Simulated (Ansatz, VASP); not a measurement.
Two plane-wave programs on Ta3H

INCAR

```
SYSTEM = Ta3H
PREC = Accurate
ENCUT = 520
EDIFF = 1E-6
ISMEAR = 0
SIGMA = 0.1
LREAL = .FALSE.
LASPH = .TRUE.
NELM = 150
ALGO = Normal
ISIF = 2
LWAVE = .FALSE.
LCHARG = .FALSE.
ISPIN = 2
MAGMOM = 0 0 0 1
LORBIT = 11
LMAXMIX = 4
LDIPOL = .TRUE.
IDIPOL = 3
DIPOL = 0.5 0.5 0.353
GGA = PE
NBANDS = 29
```

KPOINTS

```
Automatic mesh
0
G
  10 10 1
  0 0 0
```

Contents of POSCAR:

```
Ta3H
1.0
    2.8743098520      0.0000000000      0.0000000000
   -0.9581032840      2.7099253168      0.0000000000
    0.0000000000      0.0000000000     21.5266897253
Ta H
3 1
Direct
    0.5000000000      0.5000000000      0.1858158431
    0.0000000000      0.0000000000      0.2909732295
    0.5000000000      0.5000000000      0.3960985100
    1.0000000000      1.0000000000      0.5387121696
```

Input for Ansatz:

```yaml
crystal:
  lattice:
    - [2.874309852, 0.0, 0.0]
    - [-0.958103284, 2.7099253168, 0.0]
    - [0.0, 0.0, 21.5266897253]
  atoms:
    - { symbol: Ta, position: [0.5, 0.5, 0.1858158431] }
    - { symbol: Ta, position: [0.0, 0.0, 0.2909732295] }
    - { symbol: Ta, position: [0.5, 0.5, 0.39609851] }
    - { symbol: H, position: [1.0, 1.0, 0.5387121696], spin: 1.0 }
basis:
  ecutwfc: 420
kpoints:
  mp_grid: { grid: [10, 10, 1] }
hamiltonian:
  xc: pbe
  pseudopotentials: { kind: paw, azcp: { folder: soft_1 } }
scf:
  occupations: { method: gaussian, width: 0.1 }
output:
  forces: true
  eigenvalues: true
  populations: true
magnetization:
  spin_polarized: true
efield:
  axis: 3
  dipole_correction: true
  ramp_width: 0.04
```

Alike in both runs: task single point; functional PBE; k mesh 10 × 10 × 1; occupations gaussian, width 0.1 eV; collinear spin.

|  | VASP | Ansatz |
| --- | --- | --- |
| version | VASP 6.6.1 | Ansatz 0.2.0 |
| potentials or method | VASP PAW PBE potentials, release 64 (Ta_pv, H), cutoff 520 eV | scalar-relativistic, plane waves, PAW |
| valence electrons in the cell | 34 | 40 |

```csv
,VASP,Ansatz,Ansatz less VASP
gap on the k mesh at the Fermi level (eV),none,none,-
rms of the force components (eV/Å),0.290,0.289,-0.0001
net moment per atom (μB),0.11,0.11,0.000
size of the moment on the site where the two differ most (μB),0.31,0.67,+0.369
```

Site moments also hang on the region over which each program counts them. Atom by atom the forces differ by 0.002 eV/Å (rms over components). A gap of «none» marks a metal or a gap that the smearing closes. The functional is the same, so the differences come from potentials, cutoffs and numerics. VASP's potentials hold 34 valence electrons a cell and Ansatz's 40, so a difference there can come from the potentials and not from the codes.

Neither program's run includes spin-orbit coupling.
